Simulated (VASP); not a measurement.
# Zn3Se2S (P3m1) in VASP: notebook, part 2 of 2

VASP 6.6.1.

### 4 Single point, PBE (volume scaled by 0.94, then relaxed in part)

Input file INCAR:

```
SYSTEM = Zn3Se2S
PREC = Accurate
ENCUT = 520
EDIFF = 1E-6
ISMEAR = 0
SIGMA = 0.02
LREAL = .False.
LASPH = .True.
NELM = 60
ALGO = Normal
ISIF = 2
LWAVE = .False.
LCHARG = .False.
GGA = PE
NBANDS = 36
```

Input file KPOINTS:

```
Automatic mesh
0
Gamma
  12 12 4
  0 0 0
```

Input file POSCAR:

```
Zn3Se2S
1.0
    3.9032383266      0.0000000283      0.0000000000
   -1.9516191878      3.3803035337      0.0000000000
    0.0000000000      0.0000000000      9.5730033672
Zn Se S
3 2 1
Direct
    0.0000000000      0.0000000000      0.9899405521
    0.6666666667      0.3333333333      0.3329564813
    0.3333333333      0.6666666667      0.6765369642
    0.6666666667      0.3333333333      0.0798953053
    0.3333333333      0.6666666667      0.4222463125
    0.0000000000      0.0000000000      0.7484233846
```

Potentials or basis: VASP PAW PBE potentials, release 64 (Zn, Se, S).

Run with:

```console
cat potpaw_PBE.64/Zn/POTCAR potpaw_PBE.64/Se/POTCAR potpaw_PBE.64/S/POTCAR > POTCAR
mpirun -np 1 vasp_std > vasp.out
```

OUTCAR:

```text
SYSTEM = Zn3Se2S
   PREC = Accurate
   ENCUT = 520
   EDIFF = 1E-6
   ISMEAR = 0
   LREAL = .False.
   LASPH = .True.
   NELM = 60
   ISIF = 2
   GGA = PE

 ion  position               nearest neighbor table
   1  0.000  0.000  0.990-   6 2.31   4 2.41   4 2.41   4 2.41
   2  0.667  0.333  0.333-   5 2.41   5 2.41   5 2.41   4 2.42
   3  0.333  0.667  0.677-   6 2.36   6 2.36   6 2.36   5 2.43
   4  0.667  0.333  0.080-   1 2.41   1 2.41   1 2.41   2 2.42
   5  0.333  0.667  0.422-   2 2.41   2 2.41   2 2.41   3 2.43
   6  0.000  0.000  0.748-   1 2.31   3 2.36   3 2.36   3 2.36

[... 1143 lines left out ...]
  -------------------------------------------------------------------------------------
  Total        3.5646299      3.5646299      3.5694770      0.0000000      0.0000000      0.0000000
  in kB       45.2164062     45.2164062     45.2778911      0.0000000      0.0000000      0.0000000
  external PRESSURE =      45.2369012 kB  Pullay stress =       0.0000000 kB

 VOLUME and BASIS-vectors are now :
 -----------------------------------------------------------------------------
  energy-cutoff  :      520.00
  volume of cell :      126.31
      direct lattice vectors                 reciprocal lattice vectors
     3.903238327  0.000000028  0.000000000     0.256197524  0.147915712  0.000000000
    -1.951619188  3.380303534  0.000000000    -0.000000002  0.295831420  0.000000000
     0.000000000  0.000000000  9.573003367     0.000000000  0.000000000  0.104460425

 POSITION                                       TOTAL-FORCE (eV/Angst)
 -----------------------------------------------------------------------------------
      0.00000      0.00000      9.47670        -0.000000      0.000000     -0.004227
      1.95162      1.12677      3.18739         0.000000     -0.000000      0.001112
     -0.00000      2.25354      6.47649        -0.000000     -0.000000      0.005256
      1.95162      1.12677      0.76484        -0.000000     -0.000000     -0.000516
     -0.00000      2.25354      4.04217         0.000000      0.000000      0.003348
      0.00000      0.00000      7.16466        -0.000000      0.000000     -0.004972
 -----------------------------------------------------------------------------------
    total drift:                               -0.000000      0.000002      0.000349

  FREE ENERGIE OF THE ION-ELECTRON SYSTEM (eV)
  ---------------------------------------------------
  free  energy   TOTEN  =       -18.7382815005 eV

  energy  without entropy=      -18.7382815005  energy(sigma->0) =      -18.73828150
```

OSZICAR:

```text
N       E                     dE             d eps       ncg     rms          rms(c)
DAV:   1     0.404763412286E+03    0.40476E+03   -0.25064E+04  4968   0.177E+03
DAV:   2     0.274268618341E+02   -0.37734E+03   -0.36354E+03  4988   0.393E+02
DAV:   3    -0.181810589200E+02   -0.45608E+02   -0.45072E+02  5608   0.132E+02
DAV:   4    -0.197336460355E+02   -0.15526E+01   -0.15478E+01  5920   0.241E+01
DAV:   5    -0.197505835824E+02   -0.16938E-01   -0.16929E-01  6012   0.249E+00    0.101E+01
DAV:   6    -0.187527985897E+02    0.99778E+00   -0.22162E+00  7144   0.356E+01    0.766E+00
DAV:   7    -0.187499575798E+02    0.28410E-02   -0.18154E+00  5500   0.652E+00    0.283E+00
DAV:   8    -0.187379534365E+02    0.12004E-01   -0.54743E-02  6596   0.333E+00    0.932E-01
DAV:   9    -0.187380161666E+02   -0.62730E-04   -0.26407E-02  5860   0.147E+00    0.350E-01
DAV:  10    -0.187379997123E+02    0.16454E-04   -0.12050E-03  5924   0.548E-01    0.232E-01
DAV:  11    -0.187381246819E+02   -0.12497E-03   -0.45019E-04  6456   0.294E-01    0.105E-01
DAV:  12    -0.187382613814E+02   -0.13670E-03   -0.20553E-04  5356   0.192E-01    0.390E-02
DAV:  13    -0.187382775445E+02   -0.16163E-04   -0.35630E-05  6048   0.430E-02    0.334E-02
DAV:  14    -0.187382807455E+02   -0.32010E-05   -0.16659E-05  6012   0.323E-02    0.690E-03
DAV:  15    -0.187382815005E+02   -0.75500E-06   -0.51660E-06  5180   0.279E-02
   1 F= -.18738282E+02 E0= -.18738282E+02  d E =-.404589E-18
```

It took 2.3 min on 1 thread of Intel Xeon 6975P-C (Granite Rapids), shared host; peak memory 0.43 GiB.

Results:

```yaml
Free_energy: -18.7383 eV
Pressure: 4.5 GPa
Largest_force: 0.005 eV/Å
Band_gap_on_the_k_mesh: 1.49 eV, direct
```

Forces on the atoms (eV/Å):
```
Zn   0.000  0.000 -0.004
Zn   0.000  0.000  0.001
Zn   0.000  0.000  0.005
Se   0.000  0.000 -0.001
Se   0.000  0.000  0.003
S    0.000  0.000 -0.005
```

 A k mesh can miss the band edges.

### 5 Single point, PBE (volume scaled by 1.03, then relaxed in part)

Input file INCAR:

```
PREC     = Accurate       # precision mode
ENCUT    = 520            # plane-wave cutoff, eV
EDIFF    = 1E-6           # SCF threshold, eV
ISMEAR   = 0              # smearing method
SIGMA    = 0.02           # smearing width, eV
LREAL    = False          # projectors in reciprocal space
LASPH    = True           # aspherical terms in the spheres
NELM     = 100            # most SCF steps
ALGO     = Normal         # electronic algorithm
ISIF     = 2              # what is computed and relaxed
LWAVE    = False          # write WAVECAR
LCHARG   = False          # write CHGCAR
GGA      = PE             # functional
NBANDS   = 36             # bands
```

Input file KPOINTS:

```
Automatic mesh
0
Gamma
  12 12 4
```

Input file POSCAR:

```
Zn3Se2S
1.0
    4.0248143868      0.0000000292      0.0000000000
   -2.0124072187      3.4855914899      0.0000000000
    0.0000000000      0.0000000000      9.8654297506
Zn Se S
3 2 1
Direct
    0.0000000000      0.0000000000      0.9906255954
    0.6666666667      0.3333333333      0.3330986494
    0.3333333333      0.6666666667      0.6758035297
    0.6666666667      0.3333333333      0.0796236295
    0.3333333333      0.6666666667      0.4214700091
    0.0000000000      0.0000000000      0.7493775869
```

Run with:

```console
cat potpaw_PBE.64/Zn/POTCAR potpaw_PBE.64/Se/POTCAR potpaw_PBE.64/S/POTCAR > POTCAR
mpirun -np 1 vasp_std > vasp.out
```

Wall time 3.1 min (1 thread of Intel Xeon 6975P-C (Granite Rapids), shared host); peak memory 0.44 GiB.

It converged, with:

```
Free energy            : -18.8347 eV
Pressure               : -1.5 GPa
Largest force          : 0.010 eV/Å
Band gap on the k mesh : 1.15 eV, direct
```

Forces in eV/Å, atoms in the order of the input:
```
Zn   0.000  0.000 -0.010
Zn   0.000  0.000  0.003
Zn   0.000  0.000 -0.002
Se   0.000  0.000 -0.001
Se   0.000  0.000  0.005
S    0.000  0.000  0.005
```

Levels at points of the mesh, in eV from the valence-band top:
```tsv
k point	band 24	band 25	band 26	band 27	band 28	band 29	band 30	band 31
(0.00, 0.00, 0.00)	-0.49	-0.15	0.00	0.00	1.15	2.55	2.84	5.88
(0.50, 0.00, 0.00)	-1.88	-1.76	-1.33	-1.06	3.10	3.43	3.59	3.68
(0.00, 0.00, 0.50)	-0.36	-0.36	-0.11	-0.11	2.19	2.53	2.69	5.65
(0.50, 0.00, 0.50)	-2.11	-1.64	-0.91	-0.84	2.54	3.44	3.70	4.45
```

### 6 The runs side by side

| cell | gap on the mesh (eV) | pressure (GPa) | largest force (eV/Å) |
| --- | --- | --- | --- |
| a = 3.818, b = 3.818, c = 9.368 Å, angles 90.0, 90.0, 120.0°, 6 atoms | 1.74 | 10.6 | 0.01 |
| a = 3.861, b = 3.861, c = 9.472 Å, angles 90.0, 90.0, 120.0°, 6 atoms | 1.61 | 7.3 | 0.01 |
| a = 3.903, b = 3.903, c = 9.573 Å, angles 90.0, 90.0, 120.0°, 6 atoms | 1.49 | 4.5 | 0.01 |
| a = 4.025, b = 4.025, c = 9.865 Å, angles 90.0, 90.0, 120.0°, 6 atoms | 1.15 | -1.5 | 0.01 |

Alike in all rows: task single point; level PBE; potentials or basis VASP PAW PBE potentials, release 64 (Zn, Se, S); no spin polarisation; k mesh 12 × 12 × 4; cutoff (eV) 520; smearing gaussian 0.02 eV.

Total energies depend on the potentials used, so only differences within one code and one set of settings carry meaning.
